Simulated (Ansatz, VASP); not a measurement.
YAl3N4: VASP beside Ansatz

```
Y Al N
1.0
     3.07163   -4.28696    0.00000
     3.07163    4.28696    0.00000
     0.00000    0.00000    3.08278
Y Al N
1 3 4
Direct
  0.50000 0.50000 0.50000
  0.00000 0.50000 0.00000
  0.50000 0.00000 0.00000
  0.00000 0.00000 0.50000
  0.77475 0.77475 0.00000
  0.22525 0.22525 0.00000
  0.76525 0.23475 0.50000
  0.23475 0.76525 0.50000
```

Alike in both runs: functional PBE; k mesh 4 × 4 × 6; occupations gaussian, width 0.1 eV; no spin polarisation.

Ansatz relaxed the structure, and its values are those at the end. VASP's run is a single point on that final structure, the one shown.

```csv
,VASP,Ansatz
version,VASP 6.6.1,Ansatz 0.2.0
potentials or method,"VASP PAW PBE potentials, release 64 (Y_sv, Al, N), cutoff 520 eV","scalar-relativistic, plane waves, PAW"
valence electrons in the cell,40,40
```

|  | VASP | Ansatz | Ansatz less VASP |
| --- | --- | --- | --- |
| gap on the k mesh at the Fermi level (eV) | 1.75 | 1.75 | 0.000 |
| least direct gap on the mesh (eV) | 1.75 | 1.75 | 0.000 |
| pressure (GPa) | -0.3 | 0.0 | +0.29 |
